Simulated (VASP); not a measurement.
# I (I4_1/amd) in VASP: further runs

I is run at these levels: PBE, r2SCAN; tasks: single point.

All numbers are computed with VASP 6.6.1; they aren't measurements. Logs are shortened: lines on timing, memory, paths and dates and some standing lists are left out, and cuts for length are marked.

## 1. The cell of the first run

It takes space group I4_1/amd (No. 141, tetragonal). The conventional cell has a = 6.218 Å, b = 6.218 Å, c = 2.930 Å, α = 90.00°, β = 90.00°, γ = 90.00°. Within 3.9 Å of I (site symmetry -4m2) lie 10 I at 2.93 to 3.81 Å.

## 2. Single point, PBE

File INCAR:

```
PREC     = Accurate       # precision mode
ENCUT    = 520            # plane-wave cutoff, eV
EDIFF    = 1E-7           # SCF threshold, eV
ISMEAR   = -1             # smearing method
SIGMA    = 0.1            # smearing width, eV
LREAL    = F              # projectors in reciprocal space
LASPH    = T              # aspherical terms in the spheres
NELM     = 60             # most SCF steps
ALGO     = Normal         # electronic algorithm
ISIF     = 2              # what is computed and relaxed
LWAVE    = F              # write WAVECAR
LCHARG   = F              # write CHGCAR
GGA      = PE             # functional
NBANDS   = 14             # bands
```

File KPOINTS:

```
regular mesh
0
Gamma
  12 12 12
```

File POSCAR:

```
I
1.0
   -3.1088695181      3.1088695181      1.4651475533
    3.1088695181     -3.1088695181      1.4651475533
    3.1088695181      3.1088695181     -1.4651475533
I
2
Direct
   -0.3750000000     -0.1250000000     -0.2500000000
    0.3750000000      0.1250000000      0.2500000000
```

Potentials or basis: VASP PAW PBE potentials, release 64 (I).

Started as:

```
$ cat potpaw_PBE.64/I/POTCAR > POTCAR
$ mpirun -np 1 vasp_std > vasp.out
```

OUTCAR:

```text
PREC = Accurate
   ENCUT = 520
   EDIFF = 1E-7
   ISMEAR = -1
   LREAL = F
   LASPH = T
   NELM = 60
   ISIF = 2
   GGA = PE

 ion  position               nearest neighbor table
   1  0.625  0.875  0.750-   2 3.19   2 3.19   2 3.19   2 3.19
   2  0.375  0.125  0.250-   1 3.19   1 3.19   1 3.19   1 3.19

  LATTYP: Found a body centered tetragonal cell.
 ALAT       =     6.2177390362
 C/A-ratio  =     0.4712798478

  Lattice vectors:

 A1 = (  -3.1088695181,   3.1088695181,   1.4651475533)
 A2 = (   3.1088695181,  -3.1088695181,   1.4651475533)
 A3 = (   3.1088695181,   3.1088695181,  -1.4651475533)

Analysis of symmetry for initial positions (statically):
=====================================================================
 Subroutine PRICEL returns:
 Original cell was already a primitive cell.

 Routine SETGRP: Setting up the symmetry group for a
 body centered tetragonal supercell.

 Subroutine GETGRP returns: Found 16 space group operations
 (whereof  4 operations were pure point group operations)
 out of a pool of 16 trial point group operations.

The static configuration has the point symmetry C_2h.
 The point group associated with its full space group is D_4h.

Analysis of symmetry for dynamics (positions and initial velocities):
=====================================================================
 Subroutine PRICEL returns:
 Original cell was already a primitive cell.

 Routine SETGRP: Setting up the symmetry group for a
 body centered tetragonal supercell.

 Subroutine GETGRP returns: Found 16 space group operations
 (whereof  4 operations were pure point group operations)
 out of a pool of 16 trial point group operations.

The dynamic configuration has the point symmetry C_2h.
 The point group associated with its full space group is D_4h.

 Subroutine INISYM returns: Found 16 space group operations
 (whereof  4 operations are pure point group operations),
 and found     1 'primitive' translations

----------------------------------------------------------------------------------------

                                     Primitive cell

  volume of cell :      56.6430

  direct lattice vectors                    reciprocal lattice vectors
    -3.108869518  3.108869518  1.465147553     0.000000000  0.160830166  0.341262557
     3.108869518 -3.108869518  1.465147553     0.160830166  0.000000000  0.341262557
     3.108869518  3.108869518 -1.465147553     0.160830166  0.160830166  0.000000000

  length of vectors
     4.634306498  4.634306498  4.634306498     0.377261812  0.377261812  0.227448202

  position of ions in fractional coordinates (direct lattice)
     0.625000000  0.875000000  0.750000000
     0.375000000  0.125000000  0.250000000

  ion indices of the primitive-cell ions
   primitive index   ion index
                 1           1
                 2           2

----------------------------------------------------------------------------------------

 KPOINTS: regular mesh

Automatic generation of k-mesh.
 Grid dimensions read from file:
 generate k-points for:   12   12   12

 Generating k-lattice:

  Cartesian coordinates                     Fractional coordinates (reciprocal lattice)
     0.000000000  0.013402514  0.028438546     0.083333333 -0.000000000  0.000000000
     0.013402514  0.000000000  0.028438546    -0.000000000  0.083333333  0.000000000
     0.013402514  0.013402514  0.000000000     0.000000000  0.000000000  0.083333333

  Length of vectors
     0.031438484  0.031438484  0.018954017

  Shift w.r.t. Gamma in fractional coordinates (k-lattice)
     0.000000000  0.000000000  0.000000000

 Subroutine IBZKPT returns following result:
 ===========================================

 Found    163 irreducible k-points:

 Following reciprocal coordinates:
            Coordinates               Weight
  0.000000  0.000000  0.000000      1.000000
  0.083333 -0.000000  0.000000      8.000000
  0.166667  0.000000  0.000000      8.000000
  0.250000 -0.000000  0.000000      8.000000
  0.333333  0.000000  0.000000      8.000000
  0.416667 -0.000000  0.000000      8.000000
[... 16 lines left out ...]
  0.500000  0.166667  0.000000     16.000000
 -0.416667  0.166667 -0.000000     16.000000
 [... further k-points ...]
   k-points           NKPTS =    163   k-points in BZ     NKDIM =    163   number of bands    NBANDS=     14
   number of dos      NEDOS =    301   number of ions     NIONS =      2
   total plane-waves  NPLWV =  46656
   dimension x,y,z NGX =    36 NGY =   36 NGZ =   36
   dimension x,y,z NGXF=    72 NGYF=   72 NGZF=   72
   ions per type =               2
   NGX,Y,Z   is equivalent  to a cutoff of  12.91, 12.91, 12.91 a.u.
   NGXF,Y,Z  is equivalent  to a cutoff of  25.83, 25.83, 25.83 a.u.
 SYSTEM =  unknown system
   PREC   = accura    normal or accurate (medium, high low for compatibility)
   ISTART =      0    job   : 0-new  1-cont  2-samecut
   ICHARG =      2    charge: 1-file 2-atom 10-const
   ISPIN  =      1    spin polarized calculation?
   LNONCOLLINEAR =      F non collinear calculations
   LSORBIT =      F    spin-orbit coupling
   LASPH  =      T    aspherical Exc in radial PAW
   ENCUT  =  520.0 eV  38.22 Ry    6.18 a.u.   8.62  8.62  8.62*2*pi/ulx,y,z
   NELM   =     60;   NELMIN=  2; NELMDL= -5     # of ELM steps
   EDIFF  = 0.1E-06   stopping-criterion for ELM
   LREAL  =      F    real-space projection
   EDIFFG = 0.1E-05   stopping-criterion for IOM
   NSW    =      0    number of steps for IOM
   IBRION =     -1    ionic relax: 0-MD 1-quasi-New 2-CG
   NFREE  =      0    steps in history (QN), initial steepest desc. (CG)
   ISIF   =      2    stress and relaxation
   ISYM   =      2    0-nonsym 1-usesym 2-fastsym
   POTIM  = 0.5000    time-step for ionic-motion
   TEBEG  =    0.0;   TEEND  =   0.0 temperature during run
   PSTRESS=    0.0 pullay stress
   NELECT =      14.0000    total number of electrons
   NUPDOWN=      -1.0000    fix difference up-down
   EMIN   =  10.00;   EMAX   =-10.00  energy-range for DOS
   EFERMI =   0.00;   METHOD = LEGACY
   ISMEAR =    -1;   SIGMA  =   0.10  broadening in eV -4-tet -1-fermi 0-gaus
   EFERMI_NEDOS =   21; number of points for ismear=-14 and -15
   IALGO  =     38    algorithm
   IMIX   =      4    mixing-type and parameters
     AMIX     =   0.40;   BMIX     =  1.00
     AMIX_MAG =   1.60;   BMIX_MAG =  1.00
  volume/ion in A,a.u.               =      28.32       191.12
  Fermi-wavevector in a.u.,A,eV,Ry     =   1.027390  1.941486 14.361364  1.055531
  Thomas-Fermi vector in A             =   2.161333
   LORBIT       =      0    0 simple, 1 ext, 2 COOP (PROOUT), +10 PAW based schemes
   GGA     = PE    functional components
   LHFCALC =     F    Hartree Fock is set to
   AEXX    =    0.0000 exact exchange contribution
   IVDW    =     0    specifies the selected vdW correction
   LEPSILON=     F    determine dielectric tensor
   LRPA    =     F    only Hartree local field effects (RPA)
 non-spin polarized calculation
  energy-cutoff  :      520.00
  volume of cell :       56.64
 maximum number of plane-waves:      1549
   NGX = 17   NGY = 17   NGZ = 17

 number of electron      13.9999999 magnetization

 Free energy of the ion-electron system (eV)
  ---------------------------------------------------
  ext. energy  EPLUGINS =         0.00000000
  ---------------------------------------------------
  free energy    TOTEN  =        -1.32719515 eV

  energy without entropy =       -1.26421535  energy(sigma->0) =       -1.29570525

 E-fermi :   7.9970     XC(G=0):  -9.9579

 val. band max:        7.9764292038   @ k =  -0.0833  -0.1667   0.0833
 cond. band min:       7.9989401963   @ k =  -0.1667   0.3333   0.1667
 fundamental gap:      0.0225109925
 Fermi energy:         7.9969852472

 k-point     1 :       0.0000    0.0000    0.0000
  band No.  band energies     occupation
      1      -7.9363      2.00000
      2      -4.9236      2.00000
      3       2.3874      2.00000
      4       2.3874      2.00000
      5       7.5804      1.96945
      6       7.5804      1.96945
      7       9.9582      0.00000
      8      10.3837      0.00000
      9      10.4345      0.00000
     10      13.7344      0.00000
     11      13.8497      0.00000
     12      16.8905      0.00000
     13      17.1325      0.00000
     14      20.0193      0.00000

 k-point     2 :       0.0833   -0.0000    0.0000
  band No.  band energies     occupation
      1      -7.8068      2.00000
      2      -4.8586      2.00000
      3       2.4558      2.00000
      4       2.5766      2.00000
      5       7.4227      1.99361
      6       7.6620      1.93218
      7       9.3776      0.00000
      8       9.4121      0.00000
      9      10.1542      0.00000
     10      13.9056      0.00000
     11      14.1324      0.00000
     12      17.6918      0.00000
     13      17.7092      0.00000
     14      18.0777      0.00000

 k-point     3 :       0.1667    0.0000    0.0000
  band No.  band energies     occupation
      1      -7.4235      2.00000
      2      -4.6638      2.00000
      3       2.6596      2.00000
      4       3.1205      2.00000
      5       6.8805      1.99997
      6       7.4234      1.99356
      7       7.5542      1.97641
      8       7.8720      1.55468
      9      10.7302      0.00000
     10      14.2741      0.00000
     11      14.7307      0.00000
     12      15.6837      0.00000
     13      16.2463      0.00000
     14      20.2920      0.00000
[... 324 lines left out ...]
 k-point    23 :       0.5000    0.1667    0.0000
  band No.  band energies     occupation
      1      -5.6305      2.00000
      2      -4.4415      2.00000
      3       2.5948      2.00000
      4       3.5032      2.00000
      5       3.7646      2.00000
      6       5.3182      2.00000
      7       6.3298      2.00000
      8       8.0180      0.89540
      9      12.8957      0.00000
     10      13.9680      0.00000
     11      14.9708      0.00000
     12      15.3107      0.00000
     13      17.1706      0.00000
     14      18.3736      0.00000

 k-point    24 :      -0.4167    0.1667   -0.0000
  band No.  band energies     occupation
      1      -6.4572      2.00000
      2      -4.8504      2.00000
      3       2.9558      2.00000
      4       4.4544      2.00000
      5       4.7948      2.00000
      6       5.6084      2.00000
      7       5.8850      2.00000
      8       7.7921      1.77161
      9      12.8648      0.00000
     10      14.4620      0.00000
     11      14.9301      0.00000
     12      16.3117      0.00000
     13      17.6373      0.00000
     14      19.5328      0.00000

 [... further k-points ...]

------------------------ aborting loop because EDIFF is reached ----------------------------------------

  FORCE on cell =-STRESS in cart. coord.  units (eV):
  Direction    XX          YY          ZZ          XY          YZ          ZX
  --------------------------------------------------------------------------------------
  -------------------------------------------------------------------------------------
  Total        6.8495692      6.8495692      6.7075076      0.0000000      0.0000000     -0.0000000
  in kB      193.7436580    193.7436580    189.7253722      0.0000000      0.0000000     -0.0000000
  external PRESSURE =     192.4042294 kB  Pullay stress =       0.0000000 kB

 VOLUME and BASIS-vectors are now :
 -----------------------------------------------------------------------------
  energy-cutoff  :      520.00
  volume of cell :       56.64
      direct lattice vectors                 reciprocal lattice vectors
    -3.108869518  3.108869518  1.465147553     0.000000000  0.160830166  0.341262557
     3.108869518 -3.108869518  1.465147553     0.160830166  0.000000000  0.341262557
     3.108869518  3.108869518 -1.465147553     0.160830166  0.160830166  0.000000000

 POSITION                                       TOTAL-FORCE (eV/Angst)
 -----------------------------------------------------------------------------------
      3.10887      1.55443      1.09886        -0.000000      0.000000     -0.000000
      0.00000      1.55443      0.36629         0.000000     -0.000000      0.000000
 -----------------------------------------------------------------------------------
    total drift:                               -0.000000     -0.000000      0.000000

  FREE ENERGIE OF THE ION-ELECTRON SYSTEM (eV)
  ---------------------------------------------------
  free  energy   TOTEN  =        -1.3271951517 eV

  energy  without entropy=       -1.2642153519  energy(sigma->0) =       -1.29570525
```

Wall time 1.9 min (1 thread of Oxide Virtual Turin-like, shared host); peak memory 0.24 GiB.

What came out:

```
Free energy            : -1.3272 eV
Pressure               : 19.2 GPa
Band gap on the k mesh : zero (bands 7 and 8 overlap by 4.54 eV)
```

Levels at points of the mesh, in eV from the Fermi level:
```
           k point  band 4  band 5  band 6  band 7  band 8  band 9  band 10  band 11
(0.00, 0.00, 0.00)   -5.61   -0.42   -0.42    1.96    2.39    2.44     5.74     5.85
(0.50, 0.00, 0.00)   -6.10   -3.99   -1.97   -1.12   -0.33    4.51     4.96     5.92
(0.50, 0.50, 0.00)   -3.80   -3.79   -3.79    2.33    2.33    7.05     7.05     8.26
(0.50, 0.50, 0.50)   -7.07    0.75    0.75    2.10    2.10    7.89     7.89     9.48
```

Caveat: the cell stands under pressure; spin-orbit coupling is left out, which moves the levels of the heavy elements.

(Continued in part 2 of 2.)

The gap in the log of VASP goes by the Fermi energy; the results here count the filled bands.